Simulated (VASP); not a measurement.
Wanted: the native input for a VASP 6.6.1 run.

```
Task                   : single point
Functional             : PBE
Potentials or basis    : VASP PAW PBE potentials, release 64 (Pt_sv_GW)
Cutoff                 : 570 eV
k mesh                 : 9 × 9 × 13
Occupations            : fermi-dirac, width 0.05 eV
Spin                   : no spin polarisation
Dipole correction      : no
Further INCAR settings : ALGO = Normal; EDIFF = 1e-06; NBANDS = 34
```

The structure of Pt lies in POSCAR:

```
Pt
1.0
    3.9754141545      0.0000000000      0.0000000000
   -1.9877070772      3.4428096484      0.0000000000
    0.0000000000      0.0000000000      2.3672913956
Pt
3
Direct
    0.0000000000      0.0000000000      0.0000000000
    0.3333333333      0.6666666667      0.5000000000
    0.6666666667      0.3333333333      0.5000000000
```

This isn't the form of Pt at room conditions, which is fcc.

One way to write it, as run:

INCAR

```
  ALGO = Normal
  EDIFF = 1E-6
  ENCUT = 570
  GGA = PE
  GGA_COMPAT = F
  ISIF = 2
  ISMEAR = -1
  LASPH = T
  LCHARG = T
  LELF = T
  LREAL = F
  LVHAR = T
  LWAVE = F
  NBANDS = 34
  NELM = 120
  PREC = Accurate
  SIGMA = 0.05
```

KPOINTS

```
k-points
0
Gamma
  9 9 13
```

Potentials or basis: VASP PAW PBE potentials, release 64 (Pt_sv_GW).

Run with:

```console
$ cat potpaw_PBE.64/Pt_sv_GW/POTCAR > POTCAR
$ mpirun -np 1 vasp_std > vasp.out
```

Results of the run:

The pressure is 258.4 GPa. The band gap on the k mesh is zero (bands 27 and 28 overlap by 2.42 eV).

Caveat: the cell stands under pressure; spin-orbit coupling is left out, which moves the levels of the heavy elements.

Wall time 77 s on 1 thread of AMD EPYC 7R13 Processor (Zen 3), with other jobs on the host, peak memory 0.18 GiB.
